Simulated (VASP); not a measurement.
# GaN (F-43m) in VASP: a series of runs

GaN is run at these levels: LDA; tasks: relaxation of cell and atoms, single point.

All numbers are computed with VASP 6.6.1; they aren't measurements. Logs are shortened: lines on timing, memory, paths and dates and some standing lists are left out, and cuts for length are marked.

## 1. The cell of the first run

The structure is cubic, space group F-43m (No. 216). The conventional cell has a = 4.455 Å, b = 4.455 Å, c = 4.455 Å, α = 90.00°, β = 90.00°, γ = 90.00°. Within 2.6 Å of Ga (site symmetry -43m) lie 4 N at 1.93 Å. Within 2.6 Å of N (site symmetry -43m) lie 4 Ga at 1.93 Å.

## 2. Relaxation of cell and atoms, LDA, target pressure 10 GPa, at which the enthalpy is minimised

INCAR reads:

```
PREC = Accurate
ENCUT = 600
EDIFF = 1E-6
ISMEAR = 0
SIGMA = 0.01
LREAL = False
LASPH = True
NELM = 60
ALGO = Normal
ISIF = 3
LWAVE = False
LCHARG = False
IBRION = 2
NSW = 100
EDIFFG = -0.002
PSTRESS = 100.0
```

KPOINTS reads:

```
Automatic mesh
0
Gamma
  10 10 10
```

POSCAR reads:

```
GaN
1.0
    0.0000000000      2.2277074437      2.2277074437
    2.2277074437      0.0000000000      2.2277074437
    2.2277074437      2.2277074437      0.0000000000
Ga N
1 1
Direct
    0.0000000000      0.0000000000      0.0000000000
    0.2500000000      0.2500000000      0.2500000000
```

Potentials or basis: VASP PAW LDA potentials, release 64 (Ga_d, N).

Launch:

```sh
cat potpaw_LDA.64/Ga_d/POTCAR potpaw_LDA.64/N/POTCAR > POTCAR
mpirun -np 1 vasp_std > vasp.out
```

OUTCAR:

```text
PREC = Accurate
   ENCUT = 600
   EDIFF = 1E-6
   ISMEAR = 0
   LREAL = False
   LASPH = True
   NELM = 60
   ISIF = 3
   IBRION = 2
   NSW = 100
   EDIFFG = -0.002
   PSTRESS = 100.0

 ion  position               nearest neighbor table
   1  0.000  0.000  0.000-   2 1.93   2 1.93   2 1.93   2 1.93
   2  0.250  0.250  0.250-   1 1.93   1 1.93   1 1.93   1 1.93

  LATTYP: Found a face centered cubic cell.
 ALAT       =     4.4554148874

  Lattice vectors:

 A1 = (   0.0000000000,   2.2277074437,   2.2277074437)
 A2 = (   2.2277074437,   0.0000000000,   2.2277074437)
 A3 = (   2.2277074437,   2.2277074437,   0.0000000000)

Analysis of symmetry for initial positions (statically):
=====================================================================
 Subroutine PRICEL returns:
 Original cell was already a primitive cell.

 Routine SETGRP: Setting up the symmetry group for a
 face centered cubic supercell.

 Subroutine GETGRP returns: Found 24 space group operations
 (whereof 24 operations were pure point group operations)
 out of a pool of 48 trial point group operations.

The static configuration has the point symmetry T_d .

Analysis of symmetry for dynamics (positions and initial velocities):
=====================================================================
 Subroutine PRICEL returns:
 Original cell was already a primitive cell.

 Routine SETGRP: Setting up the symmetry group for a
 face centered cubic supercell.

 Subroutine GETGRP returns: Found 24 space group operations
 (whereof 24 operations were pure point group operations)
 out of a pool of 48 trial point group operations.

The dynamic configuration has the point symmetry T_d .

 Subroutine INISYM returns: Found 24 space group operations
 (whereof 24 operations are pure point group operations),
 and found     1 'primitive' translations

----------------------------------------------------------------------------------------

                                     Primitive cell

  volume of cell :      22.1108

  direct lattice vectors                    reciprocal lattice vectors
     0.000000000  2.227707444  2.227707444    -0.224445989  0.224445989  0.224445989
     2.227707444  0.000000000  2.227707444     0.224445989 -0.224445989  0.224445989
     2.227707444  2.227707444  0.000000000     0.224445989  0.224445989 -0.224445989

  length of vectors
     3.150454080  3.150454080  3.150454080     0.388751856  0.388751856  0.388751856

  position of ions in fractional coordinates (direct lattice)
     0.000000000  0.000000000  0.000000000
     0.250000000  0.250000000  0.250000000

  ion indices of the primitive-cell ions
   primitive index   ion index
                 1           1
                 2           2

----------------------------------------------------------------------------------------

 KPOINTS: Automatic mesh

Automatic generation of k-mesh.
 Grid dimensions read from file:
 generate k-points for:   10   10   10

 Generating k-lattice:

  Cartesian coordinates                     Fractional coordinates (reciprocal lattice)
    -0.022444599  0.022444599  0.022444599     0.100000000  0.000000000  0.000000000
     0.022444599 -0.022444599  0.022444599     0.000000000  0.100000000  0.000000000
     0.022444599  0.022444599 -0.022444599     0.000000000  0.000000000  0.100000000

  Length of vectors
     0.038875186  0.038875186  0.038875186

  Shift w.r.t. Gamma in fractional coordinates (k-lattice)
     0.000000000  0.000000000  0.000000000

 Subroutine IBZKPT returns following result:
 ===========================================

 Found     47 irreducible k-points:

 Following reciprocal coordinates:
            Coordinates               Weight
  0.000000  0.000000  0.000000      1.000000
  0.100000  0.000000  0.000000      8.000000
  0.200000  0.000000  0.000000      8.000000
  0.300000  0.000000  0.000000      8.000000
  0.400000  0.000000  0.000000      8.000000
  0.500000  0.000000  0.000000      4.000000
[... 16 lines left out ...]
  0.300000  0.300000  0.000000      6.000000
  0.400000  0.300000  0.000000     24.000000
 [... further k-points ...]
   k-points           NKPTS =     47   k-points in BZ     NKDIM =     47   number of bands    NBANDS=     13
   number of dos      NEDOS =    301   number of ions     NIONS =      2
   total plane-waves  NPLWV =  21952
   dimension x,y,z NGX =    28 NGY =   28 NGZ =   28
   dimension x,y,z NGXF=    56 NGYF=   56 NGZF=   56
   ions per type =               1   1
   NGX,Y,Z   is equivalent  to a cutoff of  14.78, 14.78, 14.78 a.u.
   NGXF,Y,Z  is equivalent  to a cutoff of  29.55, 29.55, 29.55 a.u.
 SYSTEM =  unknown system
   PREC   = accura    normal or accurate (medium, high low for compatibility)
   ISTART =      0    job   : 0-new  1-cont  2-samecut
   ICHARG =      2    charge: 1-file 2-atom 10-const
   ISPIN  =      1    spin polarized calculation?
   LNONCOLLINEAR =      F non collinear calculations
   LSORBIT =      F    spin-orbit coupling
   LASPH  =      T    aspherical Exc in radial PAW
   ENCUT  =  600.0 eV  44.10 Ry    6.64 a.u.   6.29  6.29  6.29*2*pi/ulx,y,z
   NELM   =     60;   NELMIN=  2; NELMDL= -5     # of ELM steps
   EDIFF  = 0.1E-05   stopping-criterion for ELM
   LREAL  =      F    real-space projection
   EDIFFG = -.2E-02   stopping-criterion for IOM
   NSW    =    100    number of steps for IOM
   IBRION =      2    ionic relax: 0-MD 1-quasi-New 2-CG
   NFREE  =      1    steps in history (QN), initial steepest desc. (CG)
   ISIF   =      3    stress and relaxation
   ISYM   =      2    0-nonsym 1-usesym 2-fastsym
   POTIM  = 0.5000    time-step for ionic-motion
   TEBEG  =    0.0;   TEEND  =   0.0 temperature during run
   PSTRESS=  100.0 pullay stress
   NELECT =      18.0000    total number of electrons
   NUPDOWN=      -1.0000    fix difference up-down
   EMIN   =  10.00;   EMAX   =-10.00  energy-range for DOS
   EFERMI =   0.00;   METHOD = LEGACY
   ISMEAR =     0;   SIGMA  =   0.01  broadening in eV -4-tet -1-fermi 0-gaus
   EFERMI_NEDOS =   21; number of points for ismear=-14 and -15
   IALGO  =     38    algorithm
   IMIX   =      4    mixing-type and parameters
     AMIX     =   0.40;   BMIX     =  1.00
     AMIX_MAG =   1.60;   BMIX_MAG =  1.00
  volume/ion in A,a.u.               =      11.06        74.61
  Fermi-wavevector in a.u.,A,eV,Ry     =   1.528613  2.888659 31.792153  2.336657
  Thomas-Fermi vector in A             =   2.636347
   LORBIT       =      0    0 simple, 1 ext, 2 COOP (PROOUT), +10 PAW based schemes
   GGA     = CA    functional components
   LHFCALC =     F    Hartree Fock is set to
   AEXX    =    0.0000 exact exchange contribution
   IVDW    =     0    specifies the selected vdW correction
   LEPSILON=     F    determine dielectric tensor
   LRPA    =     F    only Hartree local field effects (RPA)
 conjugate gradient relaxation of ions
 non-spin polarized calculation
 Gauss-broadening in eV      SIGMA  =   0.01
  energy-cutoff  :      600.00
  volume of cell :       22.11
 maximum number of plane-waves:       754
 NGX is ok and might be reduce to    28
   NGX = 13   NGY = 13   NGZ = 13

--------------------------------------- Ionic step        1  -------------------------------------------

 number of electron      18.0000001 magnetization

 Free energy of the ion-electron system (eV)
  ---------------------------------------------------
  ext. energy  EPLUGINS =         0.00000000
  ---------------------------------------------------
  free energy    TOTEN  =       -13.94409995 eV

  energy without entropy =      -13.94409995  energy(sigma->0) =      -13.94409995

------------------------ aborting loop because EDIFF is reached ----------------------------------------

  FORCE on cell =-STRESS in cart. coord.  units (eV):
  Direction    XX          YY          ZZ          XY          YZ          ZX
  --------------------------------------------------------------------------------------
  -------------------------------------------------------------------------------------
  Total        0.1379405      0.1379405      0.1379405      0.0000000      0.0000000      0.0000000
  in kB        9.9953507      9.9953507      9.9953507      0.0000000      0.0000000      0.0000000
  external PRESSURE =     -90.0046493 kB  Pullay stress =     100.0000000 kB

 VOLUME and BASIS-vectors are now :
 -----------------------------------------------------------------------------
  energy-cutoff  :      600.00
  volume of cell :       22.11
      direct lattice vectors                 reciprocal lattice vectors
     0.000000000  2.227707444  2.227707444    -0.224445989  0.224445989  0.224445989
     2.227707444  0.000000000  2.227707444     0.224445989 -0.224445989  0.224445989
     2.227707444  2.227707444  0.000000000     0.224445989  0.224445989 -0.224445989
[... 160 lines left out ...]
  FREE ENERGIE OF THE ION-ELECTRON SYSTEM (eV)
  ---------------------------------------------------
  free  energy   TOTEN  =       -13.9162954307 eV

  energy  without entropy=      -13.9162954307  energy(sigma->0) =      -13.91629543

  enthalpy is  TOTEN    =       -12.5893083462 eV   P V=        1.3269870845

--------------------------------------- Ionic step        6  -------------------------------------------

 number of electron      17.9999998 magnetization

 Free energy of the ion-electron system (eV)
  ---------------------------------------------------
  ext. energy  EPLUGINS =         0.00000000
  ---------------------------------------------------
  free energy    TOTEN  =       -13.91511497 eV

  energy without entropy =      -13.91511497  energy(sigma->0) =      -13.91511497

 E-fermi :   5.9644     XC(G=0): -12.5220

 val. band max:        5.8893419427   @ k =   0.0000   0.0000   0.0000
 cond. band min:       8.1215310742   @ k =   0.0000   0.0000   0.0000
 fundamental gap:      2.2321891315
 Fermi energy:         5.9643957969

 k-point     1 :       0.0000    0.0000    0.0000
  band No.  band energies     occupation
      1     -10.5890      2.00000
      2      -7.7594      2.00000
      3      -7.7594      2.00000
      4      -7.7594      2.00000
      5      -7.3586      2.00000
      6      -7.3586      2.00000
      7       5.8893      2.00000
      8       5.8893      2.00000
      9       5.8893      2.00000
     10       8.1215      0.00000
     11      16.4666      0.00000
     12      16.4666      0.00000
     13      16.4666      0.00000

 k-point     2 :       0.1000    0.0000    0.0000
  band No.  band energies     occupation
      1     -10.4600      2.00000
      2      -7.7425      2.00000
      3      -7.7425      2.00000
      4      -7.7246      2.00000
      5      -7.3604      2.00000
      6      -7.3604      2.00000
      7       4.8210      2.00000
      8       5.7702      2.00000
      9       5.7702      2.00000
     10       8.9056      0.00000
     11      15.9672      0.00000
[... 339 lines left out ...]
 k-point    24 :       0.4000    0.3000    0.0000
  band No.  band energies     occupation
      1      -9.3953      2.00000
      2      -7.6191      2.00000
      3      -7.4822      2.00000
      4      -7.4800      2.00000
      5      -7.2840      2.00000
      6      -6.4232      2.00000
      7       0.6745      2.00000
      8       3.1448      2.00000
      9       3.4962      2.00000
     10      10.3632      0.00000
     11      13.4124      0.00000
     12      16.9373      0.00000
     13      19.2282      0.00000

 [... further k-points ...]
[... 5 lines left out ...]
  --------------------------------------------------------------------------------------
  -------------------------------------------------------------------------------------
  Total        1.3292994      1.3292994      1.3292994      0.0000000     -0.0000000      0.0000000
  in kB      100.2644562    100.2644562    100.2644562      0.0000000     -0.0000000      0.0000000
  external PRESSURE =       0.2644562 kB  Pullay stress =     100.0000000 kB

 VOLUME and BASIS-vectors are now :
 -----------------------------------------------------------------------------
  energy-cutoff  :      600.00
  volume of cell :       21.24
      direct lattice vectors                 reciprocal lattice vectors
     0.000000000  2.198123688  2.198123688    -0.227466727  0.227466727  0.227466727
     2.198123688 -0.000000000  2.198123688     0.227466727 -0.227466727  0.227466727
     2.198123688  2.198123688 -0.000000000     0.227466727  0.227466727 -0.227466727

 POSITION                                       TOTAL-FORCE (eV/Angst)
 -----------------------------------------------------------------------------------
      0.00000      0.00000      0.00000         0.000000      0.000000      0.000000
      1.09906      1.09906      1.09906        -0.000000     -0.000000     -0.000000
 -----------------------------------------------------------------------------------
    total drift:                               -0.000001     -0.000001     -0.000001

  FREE ENERGIE OF THE ION-ELECTRON SYSTEM (eV)
  ---------------------------------------------------
  free  energy   TOTEN  =       -13.9151149709 eV

  energy  without entropy=      -13.9151149709  energy(sigma->0) =      -13.91511497

  enthalpy is  TOTEN    =       -12.5893217552 eV   P V=        1.3257932156

 reached required accuracy - stopping structural energy minimisation
```

It took 41 s on 1 thread of Intel Xeon Platinum 8488C (Sapphire Rapids), shared host; peak memory 0.16 GiB.

Results:

- Free energy: -13.9151 eV
- Relaxed volume: 10.62 Å³/atom
- Relaxed cell: a = 3.109 Å, b = 3.109 Å, c = 3.109 Å, α = 60.00°, β = 60.00°, γ = 60.00°
- Space group after relaxing (to 0.05 Å): F-43m (No. 216)
- Energy change on relaxing (the enthalpy is what falls): +14.5 meV/atom
- Ionic steps: 6
- Pressure after relaxing: 10.0 GPa
- Band gap on the k mesh: 2.23 eV, direct

Step by step:
```tsv
step	energy change (eV)	largest force (eV/Å)	pressure (GPa)	volume (Å³)
1	0.0000	0.0000	1.00	22.11
2	0.1390	0.0000	23.76	20.18
3	0.0282	0.0000	9.70	21.25
4	0.0297	0.0000	10.17	21.23
5	0.0278	0.0000	9.72	21.26
6	0.0290	0.0000	10.03	21.24
```

Final structure:
```
Ga N
1.0
     0.00000    2.19812    2.19812
     2.19812    0.00000    2.19812
     2.19812    2.19812    0.00000
Ga N
1 1
Direct
  0.00000 0.00000 0.00000
  0.25000 0.25000 0.25000
```

Caveat: the cell is relaxed towards a set pressure, so the enthalpy falls and the energy may rise. Expect the measured gap to be larger: semilocal functionals such as LDA lack the derivative discontinuity.

## 3. Relaxation of cell and atoms, LDA, target pressure 15 GPa, at which the enthalpy is minimised

INCAR reads:

```
  PREC = Accurate
  ENCUT = 600
  EDIFF = 1E-7
  ISMEAR = 0
  SIGMA = 0.01
  LREAL = F
  LASPH = T
  NELM = 100
  ALGO = Normal
  ISIF = 3
  LWAVE = F
  LCHARG = F
  IBRION = 2
  NSW = 100
  EDIFFG = -0.002
  PSTRESS = 150.0
```

KPOINTS is that of step 2.

POSCAR is that of step 2.

Potentials or basis: VASP PAW LDA potentials, release 64 (Ga_d, N).

Launch:

```sh
cat potpaw_LDA.64/Ga_d/POTCAR potpaw_LDA.64/N/POTCAR > POTCAR
mpirun -np 1 vasp_std > vasp.out
```

It took 40 s on 1 thread of Intel Xeon Platinum 8488C (Sapphire Rapids), shared host; peak memory 0.16 GiB.

The run converged. Its results:

```
Free energy                                            : -13.8831 eV
Relaxed volume                                         : 10.41 Å³/atom
Relaxed cell                                           : a = 3.088 Å, b = 3.088 Å, c = 3.088 Å, α = 60.00°, β = 60.00°, γ = 60.00°
Space group after relaxing (to 0.05 Å)                 : F-43m (No. 216)
Energy change on relaxing (the enthalpy is what falls) : +30.5 meV/atom
Ionic steps                                            : 4
Pressure after relaxing                                : 15.0 GPa
Band gap on the k mesh                                 : 2.36 eV, direct
```

Step by step:
| step | energy change (eV) | largest force (eV/Å) | pressure (GPa) | volume (Å³) |
| --- | --- | --- | --- | --- |
| 1 | 0.0000 | 0.0000 | 0.99 | 22.11 |
| 2 | 0.3441 | 0.0000 | 41.16 | 19.16 |
| 3 | 0.0587 | 0.0000 | 14.69 | 20.85 |
| 4 | 0.0610 | 0.0000 | 15.01 | 20.83 |

Final structure:
```
CELL_PARAMETERS angstrom
0.00000 2.18381 2.18381
2.18381 0.00000 2.18381
2.18381 2.18381 0.00000
ATOMIC_POSITIONS crystal
Ga 0.00000 0.00000 0.00000
N 0.25000 0.25000 0.25000
```

Levels at points of the mesh, in eV from the valence-band top:
| k point | band 5 | band 6 | band 7 | band 8 | band 9 | band 10 | band 11 | band 12 | band 13 |
| --- | --- | --- | --- | --- | --- | --- | --- | --- | --- |
| (0.00, 0.00, 0.00) | -13.26 | -13.26 | 0.00 | 0.00 | 0.00 | 2.36 | 10.70 | 10.70 | 10.70 |
| (0.50, 0.00, 0.00) | -13.20 | -11.88 | -7.78 | -1.11 | -1.11 | 5.20 | 9.06 | 10.69 | 10.69 |
| (0.50, 0.50, 0.00) | -13.16 | -11.42 | -6.61 | -3.09 | -3.09 | 3.27 | 7.02 | 12.21 | 14.77 |

Caveat: the cell is relaxed towards a set pressure, so the enthalpy falls and the energy may rise.

[end of part 1 of 2]
